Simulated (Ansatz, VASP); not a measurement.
# Two plane-wave programs on TaN

File INCAR:

```
PREC = Accurate
ENCUT = 520
EDIFF = 1E-8
ISMEAR = -1
SIGMA = 0.02
LREAL = F
LASPH = T
NELM = 120
ALGO = Normal
ISIF = 2
LWAVE = F
LCHARG = F
LEFG = T
NBANDS = 16
GGA_COMPAT = F
```

The input KPOINTS:

```
regular mesh
0
Gamma
  12 12 10
```

The input POSCAR:

```
TaN
1.0
    2.9379988584      0.0000000000      0.0000000000
   -1.4689994292      2.5443816477      0.0000000000
    0.0000000000      0.0000000000      2.8541700000
Ta N
1 1
Direct
    0.3333333333      0.6666666667      0.5000000000
    0.0000000000      0.0000000000      0.0000000000
```

Input for Ansatz:

```yaml
crystal:
  lattice:
    - [2.9379988584, 0.0, 0.0]
    - [-1.4689994292, 2.5443816477, 0.0]
    - [0.0, 0.0, 2.85417]
  atoms:
    - { symbol: Ta, position: [0.3333333333, 0.6666666667, 0.5] }
    - { symbol: "N", position: [0.0, 0.0, 0.0] }
kpoints:
  mp_grid: { grid: [12, 12, 10] }
scf:
  occupations: { method: fermi_dirac, width: 0.02 }
hamiltonian:
  xc: lda
  pseudopotentials: { kind: paw }
output:
  forces: true
  stress: true
  eigenvalues: true
  efg: { contact_densities: true }
```

Change from the starting cell: zz strain of -1 %, PAW files.

Alike in both runs: task electric field gradients; functional LDA; k mesh 12 × 12 × 10; occupations fermi-dirac, width 0.02 eV; no spin polarisation.

|  | VASP | Ansatz |
| --- | --- | --- |
| version | VASP 6.6.1 | Ansatz 0.2.0 |
| potentials or method | VASP PAW LDA potentials, release 64 (Ta_sv_GW, N) | PAW with Ansatz's default frozen-core files, scalar-relativistic |
| plane-wave cutoff (eV) | 520 | 420 |
| valence electrons in the cell | 18 | 18 |

|  | VASP | Ansatz | Ansatz less VASP |
| --- | --- | --- | --- |
| size of Vzz on the site where it differs most (V/Å²) | 25.8 | 41.4 | +15.55 |

LDA's correlation is that of Perdew and Zunger in VASP and of Perdew and Wang (1992) in Ansatz.

Spin-orbit coupling is off throughout.
